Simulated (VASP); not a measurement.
Runs of VASP 6.6.1 on PbSe. The structure is that of space group Pm-3m (No. 221), or close to it. The cells are those of the table. 

```tsv
cell	gap on the mesh (eV)	pressure (GPa)
a = 3.733 Å, 2 atoms	none	-1.3
a = 3.809 Å, 2 atoms	none	-4.0
a = 3.707 Å, 2 atoms	none	(b)
a = 3.834 Å, 2 atoms	none	-4.7
a = 3.784 Å, 2 atoms	none	(a)
```

Alike in all rows: task single point; level PBEsol; potentials or basis VASP PAW PBE potentials, release 64 (Pb_d, Se); no spin polarisation; k mesh 6 × 6 × 6; cutoff (eV) 500; smearing fermi-dirac 0.1 eV.

**Question.** Estimate the missing entries.

**Answer.** (a) -3.2; (b) -0.2.

Caveats: the PAW data sets were made with another functional, which shifts forces and pressure a little; spin-orbit coupling is left out, which moves the levels of the heavy elements.

A k mesh can miss the band edges, and the runs leave out spin-orbit coupling on Pb, Se.

A gap of «none» marks levels without a gap at the run's occupations.
